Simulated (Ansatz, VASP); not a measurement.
## Two plane-wave programs on Al8HO12

The input INCAR:

```
SYSTEM = Al8HO12
  PREC = Accurate
  ENCUT = 520
  EDIFF = 1E-6
  ISMEAR = -1
  SIGMA = 0.02
  LREAL = .FALSE.
  LASPH = .TRUE.
  NELM = 120
  ALGO = Normal
  ISIF = 2
  LWAVE = .FALSE.
  LCHARG = .TRUE.
  LELF = .TRUE.
  LVHAR = .TRUE.
  NBANDS = 64
  GGA_COMPAT = .FALSE.
```

The input KPOINTS:

```
regular mesh
0
G
  3 3 2
  0 0 0
```

POSCAR

```
Al8HO12
1.0
    5.7686464748      0.0000000000      0.0000000000
   -2.8843232374      4.9957943926      0.0000000000
    0.0000000000      0.0000000000      9.3367500000
Al O H
8 12 1
Direct
    0.0000000000      0.0000000000      0.1499900000
    0.0000000000      0.0000000000      0.8500100000
    0.0000000000      0.5000000000      0.1499900000
    0.0000000000      0.5000000000      0.8500100000
    0.5000000000      0.0000000000      0.1499900000
    0.5000000000      0.0000000000      0.8500100000
    0.5000000000      0.5000000000      0.1499900000
    0.5000000000      0.5000000000      0.8500100000
    0.1666666667      0.3333333333      0.2223200000
    0.3333333333      0.1666666667      0.0000000000
    0.1666666667      0.3333333333      0.7776800000
    0.1666666667      0.8333333333      0.2223200000
    0.3333333333      0.6666666667      0.0000000000
    0.1666666667      0.8333333333      0.7776800000
    0.6666666667      0.3333333333      0.2223200000
    0.8333333333      0.1666666667      0.0000000000
    0.6666666667      0.3333333333      0.7776800000
    0.6666666667      0.8333333333      0.2223200000
    0.8333333333      0.6666666667      0.0000000000
    0.6666666667      0.8333333333      0.7776800000
    0.0000000000      0.0000000000      0.5000000000
```

Input for Ansatz:

```yaml
crystal:
  lattice:
    - [2.88432, 0.0, 0.0]
    - [-1.44216, 2.4979, 0.0]
    - [0.0, 0.0, 9.33675]
  atoms:
    - { symbol: Al, position: [0.0, 0.0, 0.14999] }
    - { symbol: Al, position: [0.0, 0.0, 0.85001] }
    - { symbol: O, position: [0.3333333333333333, 0.6666666666666666, 0.22232] }
    - { symbol: O, position: [0.6666666666666666, 0.3333333333333333, 0.0] }
    - { symbol: O, position: [0.3333333333333333, 0.6666666666666666, 0.77768] }
  supercell: [2, 2, 1]
  defects:
    - { interstitial: { symbol: H, position: [0.0, 0.0, 0.5] } }
basis:
  ecutwfc: 450.0
kpoints:
  mp_grid:
    grid: [3, 3, 2]
hamiltonian:
  xc: lda
  pseudopotentials:
    kind: paw
scf:
  convergence:
    dr2_threshold: 1.0e-09
  occupations:
    method: fermi_dirac
    width: 0.02
output:
  forces: true
  eigenvalues: true
```

Alike in both runs: task single point; functional LDA; k mesh 3 × 3 × 2; occupations fermi-dirac, width 0.02 eV; no spin polarisation.

|  | VASP | Ansatz |
| --- | --- | --- |
| version | VASP 6.6.1 | Ansatz 0.2.0 |
| potentials or method | VASP PAW LDA potentials, release 64 (Al, O, H), cutoff 520 eV | plane waves, PAW |
| valence electrons in the cell | 97 | 97 |

VASP gave:

* gap on the k mesh at the Fermi level (eV): none
* rms of the force components (eV/Å): 0.180

Problem. Which values does Ansatz return?

Solution. gap on the k mesh at the Fermi level (eV): none; rms of the force components (eV/Å): 0.190.

LDA's correlation is that of Perdew and Zunger in VASP and of Perdew and Wang (1992) in Ansatz. A gap of «none» marks a metal or a gap that the smearing closes.

The k mesh is coarse, so the values compare programs but aren't converged.
